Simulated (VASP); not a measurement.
Here is a VASP 6.6.1 calculation.

Contents of INCAR:

```
PREC = Accurate
ENCUT = 520
EDIFF = 1E-6
ISMEAR = 0
SIGMA = 0.15
LREAL = F
LASPH = T
NELM = 80
ALGO = Normal
ISIF = 2
LWAVE = F
LCHARG = F
GGA = PE
NBANDS = 66
```

KPOINTS

```
Automatic mesh
0
Gamma
  15 15 4
```

Contents of POSCAR:

```
Ge
1.0
    4.1505862568      0.0000000000      0.0000000000
   -2.0752931284      3.5945131389      0.0000000000
    0.0000000000      0.0000000000     12.7975026055
Ge
8
Direct
    0.0000000000      0.0000000000      0.4180222316
    0.0000000000      0.0000000000      0.5819777684
    0.0000000000      0.0000000000      0.9180222316
    0.0000000000      0.0000000000      0.0819777684
    0.3333333333      0.6666666667      0.3442031336
    0.6666666667      0.3333333333      0.6557968664
    0.6666666667      0.3333333333      0.8442031336
    0.3333333333      0.6666666667      0.1557968664
```

Potentials or basis: VASP PAW PBE potentials, release 64 (Ge_d).

The run is started by

```sh
$ cat potpaw_PBE.64/Ge_d/POTCAR > POTCAR
$ mpirun -np 1 vasp_std > vasp.out
```

Q: Predict the largest force.

A: 5.878 eV/Å.

Q: What does it give for the band gap on the k mesh?

A: Zero (bands 56 and 57 overlap by 0.46 eV).

Stress tensor (GPa, compression positive):
```
-4.51  0.00  0.00
 0.00 -4.51  0.00
 0.00  0.00 20.32
```

Caveat: the stress differs along the axes, from -5 to 20 GPa; semilocal functionals underestimate gaps, and a narrow one can read as zero; forces of over 1 eV/Å act on the atoms, so gaps and moduli don't describe the material at rest.
